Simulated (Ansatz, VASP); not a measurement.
**LaP: VASP beside Ansatz**

File INCAR:

```
SYSTEM = LaP
PREC = Accurate ; ENCUT = 520
EDIFF = 1E-6 ; ISMEAR = -1
SIGMA = 0.03 ; LREAL = .False.
LASPH = .True. ; NELM = 60
ALGO = Normal ; ISIF = 2
LWAVE = .False. ; LCHARG = .False.
GGA = CA ; NBANDS = 15
```

The input KPOINTS:

```
Automatic mesh
0
Gamma
  10 10 10
  0 0 0
```

Contents of POSCAR:

```
LaP
1.0
    0.0000000000      3.0125000000      3.0727500000
    3.0125000000      0.0000000000      3.0727500000
    3.0125000000      3.0125000000      0.0000000000
La P
1 1
Direct
    0.0000000000      0.0000000000      0.0000000000
    0.5000000000      0.5000000000      0.5000000000
```

Input for Ansatz:

```yaml
crystal:
  lattice:
    - [0.0, 3.0125, 3.07275]
    - [3.0125, 0.0, 3.07275]
    - [3.0125, 3.0125, 0.0]
  atoms:
    - { symbol: La, position: [0.0, 0.0, 0.0] }
    - { symbol: P, position: [0.5, 0.5, 0.5] }
kpoints:
  mp_grid: { grid: [10, 10, 10] }
  band_path:
    path:
      - [0.0, 0.0, 0.0]
      - [0.0, 0.5, 0.5]
      - [0.25, 0.75, 0.5]
      - [0.0, 0.5, 0.0]
      - [0.0, 0.0, 0.0]
      - [0.5, 0.5, 0.0]
      - [0.3701460977, 0.6298539023, 0.0]
      - [-0.3701460977, 0.3701460977, 0.0]
      - [0.0, 0.0, 0.0]
    npoints: 5
scf:
  occupations: { method: fermi_dirac, width: 0.03 }
hamiltonian:
  xc: lda
  pseudopotentials: { kind: all_electron, lapw: { basis_error: 0.001 } }
output:
  forces: true
  stress: true
  eigenvalues: true
```

Change from the starting cell: zz strain of +2 %.

Alike in both runs: task single point; functional LDA; k mesh 10 × 10 × 10; occupations fermi-dirac, width 0.03 eV; no spin polarisation.

```csv
,VASP,Ansatz
version,VASP 6.6.1,Ansatz 0.2.0
potentials or method,"VASP PAW LDA potentials, release 64 (La, P), cutoff 520 eV","all-electron LAPW, scalar-relativistic"
```

```csv
,VASP,Ansatz,Ansatz less VASP
pressure (GPa),-4.5,-4.4,+0.05
"traceless stress, the component that is largest in VASP (GPa)",-1.54,-1.55,-0.003
```

LDA's correlation is that of Perdew and Zunger in VASP and of Perdew and Wang (1992) in Ansatz. Ansatz ran all-electron here, and VASP with PAW potentials.

Spin-orbit coupling is off throughout.
